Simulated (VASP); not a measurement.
# Ir4Ru (I4/m) in VASP: a series of runs

Runs on Ir4Ru. Level: PBE. Tasks: single point, relaxation of cell and atoms.

All numbers are computed with VASP 6.6.1; they aren't measurements. Logs are shortened: lines on timing, memory, paths and dates and some standing lists are left out, and cuts for length are marked.

### 1 The cell of the first run

It takes space group I4/m (No. 87, tetragonal). The conventional cell has a = 6.098 Å, b = 6.098 Å, c = 3.857 Å, α = 90.00°, β = 90.00°, γ = 90.00°. Within 3.6 Å of Ru (site symmetry 4/m) lie 12 Ir at 2.72 Å. Ir (site symmetry m) has 9 Ir at 2.71 to 2.75 Å and 3 Ru at 2.72 Å within 3.6 Å.

### 2 Single point, PBE

INCAR reads:

```
SYSTEM = Ir4Ru
ALGO = Fast ; EDIFF = 1E-7
ENCUT = 520 ; GGA = PE
ISIF = 2 ; ISMEAR = 0
LASPH = .True. ; LCHARG = .False.
LREAL = .False. ; LWAVE = .False.
NBANDS = 33 ; NELM = 60
PREC = Accurate ; SIGMA = 0.1
```

KPOINTS reads:

```
k-points
0
Gamma
  12 12 12
  0 0 0
```

POSCAR reads:

```
Ir4Ru
1.0
   -3.0488511620      3.0488511620      1.9283579149
    3.0488511620     -3.0488511620      1.9283579149
    3.0488511620      3.0488511620     -1.9283579149
Ru Ir
1 4
Direct
    0.5000000000      0.5000000000      0.0000000000
    0.1012992407      0.7011177800      0.8024170207
    0.7011177800      0.8987007593      0.5998185393
    0.2988822200      0.1012992407      0.4001814607
    0.8987007593      0.2988822200      0.1975829793
```

Potentials or basis: VASP PAW PBE potentials, release 64 (Ru_pv, Ir).

Run with:

```console
$ cat potpaw_PBE.64/Ru_pv/POTCAR potpaw_PBE.64/Ir/POTCAR > POTCAR
$ mpirun -np 1 vasp_std > vasp.out
```

OUTCAR:

```text
SYSTEM = Ir4Ru
   EDIFF = 1E-7
   ENCUT = 520
   GGA = PE
   ISIF = 2
   ISMEAR = 0
   LASPH = .True.
   LREAL = .False.
   NELM = 60
   PREC = Accurate

 ion  position               nearest neighbor table
   1  0.500  0.500  0.000-   2 2.72   5 2.72   3 2.72   4 2.72   3 2.72   4 2.72   4 2.72   3 2.72
                             5 2.72   2 2.72   5 2.72   2 2.72
   2  0.101  0.701  0.802-   5 2.71   5 2.71   4 2.72   3 2.72   1 2.72   1 2.72   1 2.72   3 2.74
                             3 2.74   4 2.74   4 2.74   5 2.75
   3  0.701  0.899  0.600-   4 2.71   4 2.71   5 2.72   2 2.72   1 2.72   1 2.72   1 2.72   2 2.74
                             2 2.74   5 2.74   5 2.74   4 2.75
   4  0.299  0.101  0.400-   3 2.71   3 2.71   2 2.72   5 2.72   1 2.72   1 2.72   1 2.72   5 2.74
                             5 2.74   2 2.74   2 2.74   3 2.75
   5  0.899  0.299  0.198-   2 2.71   2 2.71   3 2.72   4 2.72   1 2.72   1 2.72   1 2.72   4 2.74
                             4 2.74   3 2.74   3 2.74   2 2.75

  LATTYP: Found a body centered tetragonal cell.
 ALAT       =     6.0977023240
 C/A-ratio  =     0.6324867343

  Lattice vectors:

 A1 = (  -3.0488511620,   3.0488511620,   1.9283579149)
 A2 = (   3.0488511620,  -3.0488511620,   1.9283579149)
 A3 = (   3.0488511620,   3.0488511620,  -1.9283579149)

Analysis of symmetry for initial positions (statically):
=====================================================================
 Subroutine PRICEL returns:
 Original cell was already a primitive cell.

 Routine SETGRP: Setting up the symmetry group for a
 body centered tetragonal supercell.

 Subroutine GETGRP returns: Found  8 space group operations
 (whereof  8 operations were pure point group operations)
 out of a pool of 16 trial point group operations.

The static configuration has the point symmetry C_4h.

Analysis of symmetry for dynamics (positions and initial velocities):
=====================================================================
 Subroutine PRICEL returns:
 Original cell was already a primitive cell.

 Routine SETGRP: Setting up the symmetry group for a
 body centered tetragonal supercell.

 Subroutine GETGRP returns: Found  8 space group operations
 (whereof  8 operations were pure point group operations)
 out of a pool of 16 trial point group operations.

The dynamic configuration has the point symmetry C_4h.

 Subroutine INISYM returns: Found  8 space group operations
 (whereof  8 operations are pure point group operations),
 and found     1 'primitive' translations

----------------------------------------------------------------------------------------

                                     Primitive cell

  volume of cell :      71.7002

  direct lattice vectors                    reciprocal lattice vectors
    -3.048851162  3.048851162  1.928357915     0.000000000  0.163996198  0.259287965
     3.048851162 -3.048851162  1.928357915     0.163996198  0.000000000  0.259287965
     3.048851162  3.048851162 -1.928357915     0.163996198  0.163996198  0.000000000

  length of vectors
     4.723298748  4.723298748  4.723298748     0.306797982  0.306797982  0.231925648

  position of ions in fractional coordinates (direct lattice)
     0.500000000  0.500000000  0.000000000
     0.101299241  0.701117780  0.802417021
     0.701117780  0.898700759  0.599818539
     0.298882220  0.101299241  0.400181461
     0.898700759  0.298882220  0.197582979

  ion indices of the primitive-cell ions
   primitive index   ion index
                 1           1
                 2           2
                 3           3
                 4           4
                 5           5

----------------------------------------------------------------------------------------

 KPOINTS: k-points

Automatic generation of k-mesh.
 Grid dimensions read from file:
 generate k-points for:   12   12   12

 Generating k-lattice:

  Cartesian coordinates                     Fractional coordinates (reciprocal lattice)
     0.000000000  0.013666350  0.021607330     0.083333333 -0.000000000  0.000000000
     0.013666350  0.000000000  0.021607330    -0.000000000  0.083333333  0.000000000
     0.013666350  0.013666350  0.000000000     0.000000000  0.000000000  0.083333333

  Length of vectors
     0.025566499  0.025566499  0.019327137

  Shift w.r.t. Gamma in fractional coordinates (k-lattice)
     0.000000000  0.000000000  0.000000000

 Subroutine IBZKPT returns following result:
 ===========================================

 Found    242 irreducible k-points:

 Following reciprocal coordinates:
            Coordinates               Weight
  0.000000  0.000000  0.000000      1.000000
  0.083333 -0.000000  0.000000      8.000000
  0.166667 -0.000000  0.000000      8.000000
  0.250000 -0.000000  0.000000      8.000000
  0.333333 -0.000000  0.000000      8.000000
  0.416667 -0.000000  0.000000      8.000000
[... 16 lines left out ...]
 -0.250000  0.083333 -0.000000      8.000000
 -0.083333  0.250000  0.000000      8.000000
 [... further k-points ...]
   k-points           NKPTS =    242   k-points in BZ     NKDIM =    242   number of bands    NBANDS=     33
   number of dos      NEDOS =    301   number of ions     NIONS =      5
   total plane-waves  NPLWV =  46656
   dimension x,y,z NGX =    36 NGY =   36 NGZ =   36
   dimension x,y,z NGXF=    72 NGYF=   72 NGZF=   72
   ions per type =               1   4
   NGX,Y,Z   is equivalent  to a cutoff of  12.67, 12.67, 12.67 a.u.
   NGXF,Y,Z  is equivalent  to a cutoff of  25.34, 25.34, 25.34 a.u.
 SYSTEM =  Ir4Ru
   PREC   = accura    normal or accurate (medium, high low for compatibility)
   ISTART =      0    job   : 0-new  1-cont  2-samecut
   ICHARG =      2    charge: 1-file 2-atom 10-const
   ISPIN  =      1    spin polarized calculation?
   LNONCOLLINEAR =      F non collinear calculations
   LSORBIT =      F    spin-orbit coupling
   LASPH  =      T    aspherical Exc in radial PAW
   ENCUT  =  520.0 eV  38.22 Ry    6.18 a.u.   8.78  8.78  8.78*2*pi/ulx,y,z
   NELM   =     60;   NELMIN=  2; NELMDL= -5     # of ELM steps
   EDIFF  = 0.1E-06   stopping-criterion for ELM
   LREAL  =      F    real-space projection
   EDIFFG = 0.1E-05   stopping-criterion for IOM
   NSW    =      0    number of steps for IOM
   IBRION =     -1    ionic relax: 0-MD 1-quasi-New 2-CG
   NFREE  =      0    steps in history (QN), initial steepest desc. (CG)
   ISIF   =      2    stress and relaxation
   ISYM   =      2    0-nonsym 1-usesym 2-fastsym
   POTIM  = 0.5000    time-step for ionic-motion
   TEBEG  =    0.0;   TEEND  =   0.0 temperature during run
   PSTRESS=    0.0 pullay stress
   NELECT =      50.0000    total number of electrons
   NUPDOWN=      -1.0000    fix difference up-down
   EMIN   =  10.00;   EMAX   =-10.00  energy-range for DOS
   EFERMI =   0.00;   METHOD = LEGACY
   ISMEAR =     0;   SIGMA  =   0.10  broadening in eV -4-tet -1-fermi 0-gaus
   EFERMI_NEDOS =   21; number of points for ismear=-14 and -15
   IALGO  =     68    algorithm
   IMIX   =      4    mixing-type and parameters
     AMIX     =   0.40;   BMIX     =  1.00
     AMIX_MAG =   1.60;   BMIX_MAG =  1.00
  volume/ion in A,a.u.               =      14.34        96.77
  Fermi-wavevector in a.u.,A,eV,Ry     =   1.451749  2.743407 28.675292  2.107575
  Thomas-Fermi vector in A             =   2.569210
   LORBIT       =      0    0 simple, 1 ext, 2 COOP (PROOUT), +10 PAW based schemes
   GGA     = PE    functional components
   LHFCALC =     F    Hartree Fock is set to
   AEXX    =    0.0000 exact exchange contribution
   IVDW    =     0    specifies the selected vdW correction
   LEPSILON=     F    determine dielectric tensor
   LRPA    =     F    only Hartree local field effects (RPA)
 non-spin polarized calculation
 RMM-DIIS sequential band-by-band and
 Gauss-broadening in eV      SIGMA  =   0.10
  energy-cutoff  :      520.00
  volume of cell :       71.70
 maximum number of plane-waves:      1955
   NGX = 17   NGY = 17   NGZ = 17

 number of electron      50.0000005 magnetization

 Free energy of the ion-electron system (eV)
  ---------------------------------------------------
  ext. energy  EPLUGINS =         0.00000000
  ---------------------------------------------------
  free energy    TOTEN  =       -44.78942681 eV

  energy without entropy =      -44.76621643  energy(sigma->0) =      -44.77782162

 E-fermi :  10.4548     XC(G=0): -13.8850

 val. band max:       10.4537032229   @ k =  -0.4167   0.4167  -0.2500
 cond. band min:      10.4575635807   @ k =   0.3333   0.3333   0.0000
 fundamental gap:      0.0038603578
 Fermi energy:        10.4547648204

 k-point     1 :       0.0000    0.0000    0.0000
  band No.  band energies     occupation
      1     -32.6378      2.00000
      2     -32.6367      2.00000
      3     -32.6367      2.00000
      4       0.1116      2.00000
      5       4.6450      2.00000
      6       4.6450      2.00000
[... 25 lines left out ...]
     32      15.6131      0.00000
     33      16.2858      0.00000

 k-point     2 :       0.0833   -0.0000    0.0000
  band No.  band energies     occupation
      1     -32.6383      2.00000
      2     -32.6368      2.00000
      3     -32.6367      2.00000
      4       0.2506      2.00000
      5       4.4784      2.00000
      6       4.5293      2.00000
[... 25 lines left out ...]
     32      16.2375      0.00000
     33      16.7638      0.00000
[... 754 lines left out ...]
     32      16.8089      0.00000
     33      17.4020      0.00000

 k-point    24 :      -0.0833    0.2500    0.0000
  band No.  band energies     occupation
      1     -32.6398      2.00000
      2     -32.6372      2.00000
      3     -32.6366      2.00000
      4       0.8744      2.00000
      5       3.9182      2.00000
      6       4.2696      2.00000
[... 25 lines left out ...]
     32      17.0080      0.00000
     33      17.0900      0.00000

 [... further k-points ...]

------------------------ aborting loop because EDIFF is reached ----------------------------------------

  FORCE on cell =-STRESS in cart. coord.  units (eV):
  Direction    XX          YY          ZZ          XY          YZ          ZX
  --------------------------------------------------------------------------------------
  -------------------------------------------------------------------------------------
  Total        0.1649311      0.1649311      0.1662493     -0.0000000      0.0000000     -0.0000000
  in kB        3.6854710      3.6854710      3.7149283     -0.0000002      0.0000000     -0.0000000
  external PRESSURE =       3.6952901 kB  Pullay stress =       0.0000000 kB

 VOLUME and BASIS-vectors are now :
 -----------------------------------------------------------------------------
  energy-cutoff  :      520.00
  volume of cell :       71.70
      direct lattice vectors                 reciprocal lattice vectors
    -3.048851162  3.048851162  1.928357915     0.000000000  0.163996198  0.259287965
     3.048851162 -3.048851162  1.928357915     0.163996198  0.000000000  0.259287965
     3.048851162  3.048851162 -1.928357915     0.163996198  0.163996198  0.000000000

 POSITION                                       TOTAL-FORCE (eV/Angst)
 -----------------------------------------------------------------------------------
      0.00000      0.00000      1.92836         0.000000     -0.000000      0.000000
      4.27521      0.61769      0.00000         0.007907      0.007006      0.000000
      2.43116      1.22636      1.92836        -0.007006      0.007907     -0.000000
      0.61769      1.82249      0.00000         0.007006     -0.007907      0.000000
     -1.22636      2.43116      1.92836        -0.007907     -0.007006     -0.000000
 -----------------------------------------------------------------------------------
    total drift:                                0.000000      0.000000      0.000000

  FREE ENERGIE OF THE ION-ELECTRON SYSTEM (eV)
  ---------------------------------------------------
  free  energy   TOTEN  =       -44.7894268060 eV

  energy  without entropy=      -44.7662164250  energy(sigma->0) =      -44.77782162
```

It took 7.2 min on 1 thread of Intel Xeon Platinum 8488C (Sapphire Rapids), shared host; peak memory 0.57 GiB.

What came out:

```yaml
Free_energy: -44.7894 eV
Pressure: 0.4 GPa
Largest_force: 0.011 eV/Å
Band_gap_on_the_k_mesh: zero (bands 25 and 26 overlap by 1.27 eV)
```

Forces in eV/Å, atoms in the order of the input:
```
Ru   0.000  0.000  0.000
Ir   0.008  0.007  0.000
Ir  -0.007  0.008  0.000
Ir   0.007 -0.008  0.000
Ir  -0.008 -0.007  0.000
```

Caveat: spin-orbit coupling is left out, which moves the levels of the heavy elements.

### 3 Relaxation of cell and atoms, PBE

INCAR reads:

```
SYSTEM = Ir4Ru
PREC = Accurate
ENCUT = 600
EDIFF = 1E-6
ISMEAR = 0
SIGMA = 0.1
LREAL = .FALSE.
LASPH = .TRUE.
NELM = 80
ALGO = Fast
ISIF = 3
LWAVE = .FALSE.
LCHARG = .FALSE.
GGA = PE
IBRION = 2
NSW = 100
EDIFFG = -0.01
```

KPOINTS reads:

```
regular mesh
0
G
  12 12 12
  0 0 0
```

POSCAR reads:

```
Ir4Ru
1.0
   -3.0485632093      3.0485632093      1.9291796833
    3.0485632093     -3.0485632093      1.9291796833
    3.0485632093      3.0485632093     -1.9291796833
Ru Ir
1 4
Direct
    0.5000000000      0.5000000000      0.0000000000
    0.1013691706      0.7012858229      0.8026549935
    0.7012858229      0.8986308294      0.5999166523
    0.2987141771      0.1013691706      0.4000833477
    0.8986308294      0.2987141771      0.1973450065
```

Potentials or basis: VASP PAW PBE potentials, release 64 (Ru_pv, Ir).

Run with:

```console
$ cat potpaw_PBE.64/Ru_pv/POTCAR potpaw_PBE.64/Ir/POTCAR > POTCAR
$ mpirun -np 1 vasp_std > vasp.out
```

It took 47 min on 1 thread of Oxide Virtual Turin-like, shared host; peak memory 0.66 GiB.

Results (log left out):

- Free energy: -44.7906 eV
- Relaxed volume: 14.36 Å³/atom
- Relaxed cell: a = 4.725 Å, b = 4.725 Å, c = 4.725 Å, α = 99.60°, β = 99.60°, γ = 131.79°
- Space group after relaxing (to 0.1 Å): I4/m (No. 87)
- Energy gained by relaxing: 0.0 meV/atom
- Ionic steps: 3
- Pressure after relaxing: 0.0 GPa
- Largest force after relaxing: 0.009 eV/Å
- Band gap on the k mesh: zero (bands 25 and 26 overlap by 1.26 eV)

Forces in eV/Å, atoms in the order of the input:
```
Ru   0.000  0.000  0.000
Ir  -0.009  0.000  0.000
Ir   0.000 -0.009  0.000
Ir   0.000  0.009  0.000
Ir   0.009  0.000  0.000
```

Stress tensor (GPa, compression positive):
```
 0.04  0.00  0.00
 0.00  0.04  0.00
 0.00  0.00 -0.09
```

Final structure:
```cif
data_structure
_symmetry_space_group_name_H-M 'P 1'
_symmetry_Int_Tables_number 1
_cell_length_a 4.7251
_cell_length_b 4.7251
_cell_length_c 4.7251
_cell_angle_alpha 99.600
_cell_angle_beta 99.600
_cell_angle_gamma 131.794
_cell_volume 71.79
loop_
_atom_site_label
_atom_site_type_symbol
_atom_site_fract_x
_atom_site_fract_y
_atom_site_fract_z
_atom_site_occupancy
Ru1 Ru 0.50000 0.50000 0.00000 1
Ir1 Ir 0.10137 0.70127 0.80263 1
Ir2 Ir 0.70127 0.89863 0.59990 1
Ir3 Ir 0.29873 0.10137 0.40010 1
Ir4 Ir 0.89863 0.29873 0.19737 1
```

Levels at points of the mesh, in eV from the Fermi level:
```csv
k point,band 22,band 23,band 24,band 25,band 26,band 27,band 28,band 29
"(0.00, 0.00, 0.00)",-1.08,-1.05,-0.78,-0.67,0.67,0.76,0.82,0.82
"(0.50, 0.00, 0.00)",-1.57,-0.99,-0.71,-0.34,0.18,0.38,1.05,1.06
"(0.50, 0.50, 0.00)",-1.34,-1.04,-0.02,0.12,0.73,0.88,1.02,1.59
"(0.50, 0.50, 0.50)",-0.70,-0.68,-0.68,-0.62,1.02,1.20,1.20,1.28
```

Caveat: spin-orbit coupling is left out, which moves the levels of the heavy elements.
